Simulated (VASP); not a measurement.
# Bi (P6_3/mmc) in VASP: notebook, part 2 of 2

VASP 6.6.1.

## 3. Electric field gradients, PBEsol (108.17 Å³/atom)

This run uses another cell than the first one.

Input file INCAR:

```
SYSTEM = Bi
PREC = Accurate
ENCUT = 520
EDIFF = 1E-8
ISMEAR = -1
SIGMA = 0.03
LREAL = .False.
LASPH = .True.
NELM = 80
ALGO = Normal
ISIF = 2
LWAVE = .False.
LCHARG = .False.
GGA = PS
LEFG = .True.
NBANDS = 22
```

Input file KPOINTS:

```
Automatic mesh
0
Gamma
  9 9 3
  0 0 0
```

Input file POSCAR:

```
Bi
1.0
    4.5765144001      0.0000000000      0.0000000000
   -2.2882572001      3.9633777313      0.0000000000
    0.0000000000      0.0000000000     11.9267647641
Bi
2
Direct
    0.3333333333      0.6666666667      0.2500000000
    0.6666666667      0.3333333333      0.7500000000
```

Potentials or basis: VASP PAW PBE potentials, release 64 (Bi_d).

Launch:

```bash
> cat potpaw_PBE.64/Bi_d/POTCAR > POTCAR
> mpirun -np 1 vasp_std > vasp.out
```

OUTCAR:

```text
SYSTEM = Bi
   PREC = Accurate
   ENCUT = 520
   EDIFF = 1E-8
   ISMEAR = -1
   LREAL = .False.
   LASPH = .True.
   NELM = 80
   ISIF = 2
   GGA = PS

 ion  position               nearest neighbor table
   1  0.333  0.667  0.250-
   2  0.667  0.333  0.750-

  LATTYP: Found a hexagonal cell.
 ALAT       =     4.5765144001
 C/A-ratio  =     2.6060804624

  Lattice vectors:

 A1 = (   4.5765144001,   0.0000000000,   0.0000000000)
 A2 = (  -2.2882572001,   3.9633777313,   0.0000000000)
 A3 = (   0.0000000000,   0.0000000000,  11.9267647641)

Analysis of symmetry for initial positions (statically):
=====================================================================
 Subroutine PRICEL returns:
 Original cell was already a primitive cell.

 Routine SETGRP: Setting up the symmetry group for a
[... 788 lines left out ...]
  energy-cutoff  :      520.00
  volume of cell :      216.33
      direct lattice vectors                 reciprocal lattice vectors
     4.576514400  0.000000000  0.000000000     0.218506906  0.126155021  0.000000000
    -2.288257200  3.963377731  0.000000000     0.000000000  0.252310042  0.000000000
     0.000000000  0.000000000 11.926764764     0.000000000  0.000000000  0.083845034

 POSITION                                       TOTAL-FORCE (eV/Angst)
 -----------------------------------------------------------------------------------
     -0.00000      2.64225      2.98169         0.000000      0.000000      0.000000
      2.28826      1.32113      8.94507        -0.000000     -0.000000      0.000000
 -----------------------------------------------------------------------------------
    total drift:                               -0.000000      0.000000      0.000000

  FREE ENERGIE OF THE ION-ELECTRON SYSTEM (eV)
  ---------------------------------------------------
  free  energy   TOTEN  =        -3.2655559871 eV

  energy  without entropy=       -3.2432560790  energy(sigma->0) =       -3.25440603

 Electric field gradients (V/A^2)
---------------------------------------------------------------------
 ion       V_xx      V_yy      V_zz      V_xy      V_xz      V_yz
---------------------------------------------------------------------
   1      65.043    65.043  -130.086     0.000     0.000    -0.000
   2      65.043    65.043  -130.086     0.000    -0.000     0.000
---------------------------------------------------------------------

 Electric field gradients after diagonalization (V/A^2)
 (convention: |V_zz| > |V_xx| > |V_yy|)
----------------------------------------------------------------------
 ion       V_xx      V_yy      V_zz     asymmetry (V_yy - V_xx)/ V_zz
----------------------------------------------------------------------
   1      65.044    65.042  -130.086       0.000
   2      65.044    65.042  -130.086       0.000
----------------------------------------------------------------------

           NMR quadrupolar parameters

 Cq : quadrupolar parameter    Cq=e*Q*V_zz/h
 eta: asymmetry parameters     (V_yy - V_xx)/ V_zz
 Q  : nuclear electric quadrupole moment in mb (millibarn)
----------------------------------------------------------------------
 ion       Cq(MHz)       eta       Q (mb)
----------------------------------------------------------------------
   1      -0.315       0.000       1.000
   2      -0.315       0.000       1.000
----------------------------------------------------------------------
```

OSZICAR:

```text
N       E                     dE             d eps       ncg     rms          rms(c)
DAV:   1     0.257529940662E+03    0.25753E+03   -0.14191E+04  1136   0.116E+03
DAV:   2     0.163410463189E+02   -0.24119E+03   -0.23793E+03  1146   0.317E+02
DAV:   3    -0.262855955367E+01   -0.18970E+02   -0.18784E+02  1278   0.116E+02
DAV:   4    -0.326054318598E+01   -0.63198E+00   -0.62956E+00  1326   0.234E+01
DAV:   5    -0.327977838443E+01   -0.19235E-01   -0.19235E-01  1506   0.389E+00    0.765E-01
DAV:   6    -0.326450725687E+01    0.15271E-01   -0.37952E-02  1230   0.151E+00    0.488E-01
DAV:   7    -0.326419747229E+01    0.30978E-03   -0.41661E-02  1206   0.127E+00    0.130E-01
DAV:   8    -0.326518274694E+01   -0.98527E-03   -0.28263E-03  1128   0.652E-01    0.512E-02
DAV:   9    -0.326549777489E+01   -0.31503E-03   -0.27731E-04  1220   0.812E-02    0.203E-02
DAV:  10    -0.326554616858E+01   -0.48394E-04   -0.43378E-05  1300   0.288E-02    0.357E-03
DAV:  11    -0.326555502724E+01   -0.88587E-05   -0.85253E-06  1146   0.201E-02    0.178E-03
DAV:  12    -0.326555585228E+01   -0.82504E-06   -0.16696E-06  1194   0.108E-02    0.623E-04
DAV:  13    -0.326555592403E+01   -0.71754E-07   -0.12368E-07  1022   0.194E-03    0.369E-04
DAV:  14    -0.326555599451E+01   -0.70480E-07   -0.53132E-08   942   0.182E-03    0.161E-04
DAV:  15    -0.326555598715E+01    0.73633E-08   -0.83780E-09   964   0.444E-04
   1 F= -.32655560E+01 E0= -.32544060E+01  d E =-.222999E-01
```

stdout:

```text
POSCAR found type information on POSCAR Bi
 POSCAR found :  1 types and       2 ions
 scaLAPACK will be used
 -----------------------------------------------------------------------------
|                                                                             |
|                                                                             |
|     You enforced a specific xc type in the INCAR file but a different       |
|     I HOPE YOU KNOW WHAT YOU ARE DOING!                                     |
|                                                                             |
 -----------------------------------------------------------------------------

 LDA part: xc-table for (Slater+PW92), standard interpolation
 POSCAR, INCAR and KPOINTS ok, starting setup
 FFT: planning ... GRIDC
 FFT: planning ... GRID_SOFT
 FFT: planning ... GRID
 WAVECAR not read
 entering main loop
ion   1

ion   2
```

Wall time 77 s (1 thread of Intel Xeon 6975P-C (Granite Rapids), shared host); peak memory 0.36 GiB.

Results:

| Item | Value |
| --- | --- |
| Free energy | -3.2656 eV |
| Pressure | -3.4 GPa |
| Band gap on the k mesh | zero (bands 15 and 16 overlap by 2.05 eV) |
| Largest electric field gradient by atom | Bi -130.1 V/Å² |

Levels at points of the mesh, in eV from the Fermi level:
```tsv
k point	band 12	band 13	band 14	band 15	band 16	band 17	band 18	band 19
(0.00, 0.00, 0.00)	-10.31	-0.80	-0.33	1.37	1.37	1.38	1.38	3.01
```

Electric field gradients, principal values (V/Å²):
```csv
atom,least,middle,greatest (by size)
1 Bi,65.042,65.044,-130.086
2 Bi,65.042,65.044,-130.086
```

Caveat: the cell stands under tension; without QUAD_EFG the Cq values of the log hold for a quadrupole moment of 1 mb, not for the nuclei; the PAW data sets were made with another functional, which shifts forces and pressure a little; spin-orbit coupling is left out, which moves the levels of the heavy elements.

## 4. Electric field gradients, PBEsol (109.75 Å³/atom)

This run uses another cell than the first one.

Input file INCAR:

```
PREC = Accurate
ENCUT = 520
EDIFF = 1E-8
ISMEAR = -1
SIGMA = 0.03
LREAL = F
LASPH = T
NELM = 100
ALGO = Normal
ISIF = 2
LWAVE = F
LCHARG = F
GGA = PS
LEFG = T
NBANDS = 22
```

Input file KPOINTS:

```
Automatic mesh
0
Gamma
  9 9 3
```

Input file POSCAR:

```
Bi
1.0
    4.5987308376      0.0000000000      0.0000000000
   -2.2993654188      3.9826177306      0.0000000000
    0.0000000000      0.0000000000     11.9846625878
Bi
2
Direct
    0.3333333333      0.6666666667      0.2500000000
    0.6666666667      0.3333333333      0.7500000000
```

Potentials or basis: VASP PAW PBE potentials, release 64 (Bi_d).

Launch:

```bash
> cat potpaw_PBE.64/Bi_d/POTCAR > POTCAR
> mpirun -np 1 vasp_std > vasp.out
```

OUTCAR:

```text
PREC = Accurate
   ENCUT = 520
   EDIFF = 1E-8
   ISMEAR = -1
   LREAL = F
   LASPH = T
   NELM = 100
   ISIF = 2
   GGA = PS

 ion  position               nearest neighbor table
   1  0.333  0.667  0.250-
   2  0.667  0.333  0.750-

  LATTYP: Found a hexagonal cell.
 ALAT       =     4.5987308376
 C/A-ratio  =     2.6060804624

  Lattice vectors:

 A1 = (   4.5987308376,   0.0000000000,   0.0000000000)
 A2 = (  -2.2993654188,   3.9826177306,   0.0000000000)
 A3 = (   0.0000000000,   0.0000000000,  11.9846625878)

Analysis of symmetry for initial positions (statically):
=====================================================================
 Subroutine PRICEL returns:
 Original cell was already a primitive cell.

 Routine SETGRP: Setting up the symmetry group for a
 hexagonal supercell.

 Subroutine GETGRP returns: Found 24 space group operations
 (whereof 12 operations were pure point group operations)
 out of a pool of 24 trial point group operations.

The static configuration has the point symmetry D_3d.
 The point group associated with its full space group is D_6h.

Analysis of symmetry for dynamics (positions and initial velocities):
=====================================================================
 Subroutine PRICEL returns:
 Original cell was already a primitive cell.

 Routine SETGRP: Setting up the symmetry group for a
 hexagonal supercell.

 Subroutine GETGRP returns: Found 24 space group operations
 (whereof 12 operations were pure point group operations)
 out of a pool of 24 trial point group operations.

The dynamic configuration has the point symmetry D_3d.
 The point group associated with its full space group is D_6h.

[... 151 lines left out ...]

 k-point     1 :       0.0000    0.0000    0.0000
  band No.  band energies     occupation
      1     -24.0635      2.00000
      2     -24.0635      2.00000
      3     -24.0593      2.00000
      4     -24.0593      2.00000
      5     -24.0592      2.00000
      6     -24.0592      2.00000
[... 589 lines left out ...]
     21       4.2621      0.00000
     22       4.7525      0.00000

------------------------ aborting loop because EDIFF is reached ----------------------------------------

  FORCE on cell =-STRESS in cart. coord.  units (eV):
  Direction    XX          YY          ZZ          XY          YZ          ZX
  --------------------------------------------------------------------------------------
  -------------------------------------------------------------------------------------
  Total       -6.6005962     -6.6005962     -0.4773373      0.0000000      0.0000000      0.0000000
  in kB      -48.1793931    -48.1793931     -3.4842039      0.0000000      0.0000000      0.0000000
  external PRESSURE =     -33.2809967 kB  Pullay stress =       0.0000000 kB

 VOLUME and BASIS-vectors are now :
 -----------------------------------------------------------------------------
  energy-cutoff  :      520.00
  volume of cell :      219.50
      direct lattice vectors                 reciprocal lattice vectors
     4.598730838  0.000000000  0.000000000     0.217451300  0.125545567  0.000000000
    -2.299365419  3.982617731  0.000000000     0.000000000  0.251091133  0.000000000
     0.000000000  0.000000000 11.984662588     0.000000000  0.000000000  0.083439979

 POSITION                                       TOTAL-FORCE (eV/Angst)
 -----------------------------------------------------------------------------------
     -0.00000      2.65508      2.99617        -0.000000      0.000000      0.000000
      2.29937      1.32754      8.98850         0.000000     -0.000000      0.000000
 -----------------------------------------------------------------------------------
    total drift:                               -0.000000      0.000000      0.000000

  FREE ENERGIE OF THE ION-ELECTRON SYSTEM (eV)
  ---------------------------------------------------
  free  energy   TOTEN  =        -3.1994242324 eV

  energy  without entropy=       -3.1764914316  energy(sigma->0) =       -3.18795783

 Electric field gradients (V/A^2)
---------------------------------------------------------------------
 ion       V_xx      V_yy      V_zz      V_xy      V_xz      V_yz
---------------------------------------------------------------------
   1      66.547    66.547  -133.094    -0.000     0.000    -0.000
   2      66.547    66.547  -133.094    -0.000    -0.000     0.000
---------------------------------------------------------------------

 Electric field gradients after diagonalization (V/A^2)
 (convention: |V_zz| > |V_xx| > |V_yy|)
----------------------------------------------------------------------
 ion       V_xx      V_yy      V_zz     asymmetry (V_yy - V_xx)/ V_zz
----------------------------------------------------------------------
   1      66.547    66.547  -133.094       0.000
   2      66.547    66.547  -133.094       0.000
----------------------------------------------------------------------

           NMR quadrupolar parameters

 Cq : quadrupolar parameter    Cq=e*Q*V_zz/h
 eta: asymmetry parameters     (V_yy - V_xx)/ V_zz
 Q  : nuclear electric quadrupole moment in mb (millibarn)
----------------------------------------------------------------------
 ion       Cq(MHz)       eta       Q (mb)
----------------------------------------------------------------------
   1      -0.322       0.000       1.000
   2      -0.322       0.000       1.000
----------------------------------------------------------------------
```

OSZICAR:

```text
N       E                     dE             d eps       ncg     rms          rms(c)
DAV:   1     0.264373739254E+03    0.26437E+03   -0.14200E+04  1104   0.116E+03
DAV:   2     0.171752804819E+02   -0.24720E+03   -0.24350E+03  1200   0.320E+02
DAV:   3    -0.253770980983E+01   -0.19713E+02   -0.19432E+02  1254   0.118E+02
DAV:   4    -0.319391766684E+01   -0.65621E+00   -0.65531E+00  1348   0.240E+01
DAV:   5    -0.321278319030E+01   -0.18866E-01   -0.18865E-01  1410   0.392E+00    0.759E-01
DAV:   6    -0.319814594293E+01    0.14637E-01   -0.37704E-02  1228   0.146E+00    0.482E-01
DAV:   7    -0.319806673400E+01    0.79209E-04   -0.41985E-02  1200   0.128E+00    0.129E-01
DAV:   8    -0.319909237968E+01   -0.10256E-02   -0.31686E-03  1146   0.690E-01    0.496E-02
DAV:   9    -0.319933691522E+01   -0.24454E-03   -0.22499E-04  1184   0.933E-02    0.230E-02
DAV:  10    -0.319941480350E+01   -0.77888E-04   -0.70980E-05  1266   0.384E-02    0.361E-03
DAV:  11    -0.319942368635E+01   -0.88828E-05   -0.96964E-06  1182   0.241E-02    0.248E-03
DAV:  12    -0.319942409373E+01   -0.40738E-06   -0.22300E-06  1170   0.146E-02    0.669E-04
DAV:  13    -0.319942416566E+01   -0.71931E-07   -0.81676E-08  1032   0.177E-03    0.267E-04
DAV:  14    -0.319942423213E+01   -0.66477E-07   -0.92681E-08   930   0.127E-03    0.169E-04
DAV:  15    -0.319942424823E+01   -0.16097E-07   -0.88828E-09   990   0.809E-04    0.112E-04
DAV:  16    -0.319942422976E+01    0.18475E-07   -0.41607E-09   756   0.696E-04    0.444E-05
DAV:  17    -0.319942423237E+01   -0.26107E-08   -0.76257E-10   612   0.207E-04
   1 F= -.31994242E+01 E0= -.31879578E+01  d E =-.229328E-01
```

Wall time 72 s (1 thread of Intel Xeon 6975P-C (Granite Rapids), shared host); peak memory 0.36 GiB.

Results:

| Quantity | Value |
| --- | --- |
| Free energy | -3.1994 eV |
| Pressure | -3.3 GPa |
| Band gap on the k mesh | zero (bands 15 and 16 overlap by 2.00 eV) |
| Largest electric field gradient by atom | Bi -133.1 V/Å² |

Electric field gradients, principal values (V/Å²):
```
atom   least  middle  greatest (by size)
1 Bi  66.547  66.547            -133.094
2 Bi  66.547  66.547            -133.094
```

Caveat: the cell stands under tension; without QUAD_EFG the Cq values of the log hold for a quadrupole moment of 1 mb, not for the nuclei; the PAW data sets were made with another functional, which shifts forces and pressure a little; spin-orbit coupling is left out, which moves the levels of the heavy elements.

## 5. The runs side by side

```tsv
cell	gap on the mesh (eV)	pressure (GPa)
a = 4.554, b = 4.554, c = 11.868 Å, angles 90.0, 90.0, 120.0°, 2 atoms	none	-3.5
a = 4.577, b = 4.577, c = 11.927 Å, angles 90.0, 90.0, 120.0°, 2 atoms	none	-3.4
a = 4.599, b = 4.599, c = 11.985 Å, angles 90.0, 90.0, 120.0°, 2 atoms	none	-3.3
```

Alike in all rows: task electric field gradients; level PBEsol; potentials or basis VASP PAW PBE potentials, release 64 (Bi_d); no spin polarisation; k mesh 9 × 9 × 3; cutoff (eV) 520; smearing fermi-dirac 0.03 eV.

Caveats: the cell stands under tension; the PAW data sets were made with another functional, which shifts forces and pressure a little; spin-orbit coupling is left out, which moves the levels of the heavy elements.

Total energies depend on the potentials used, so only differences within one code and one set of settings carry meaning.
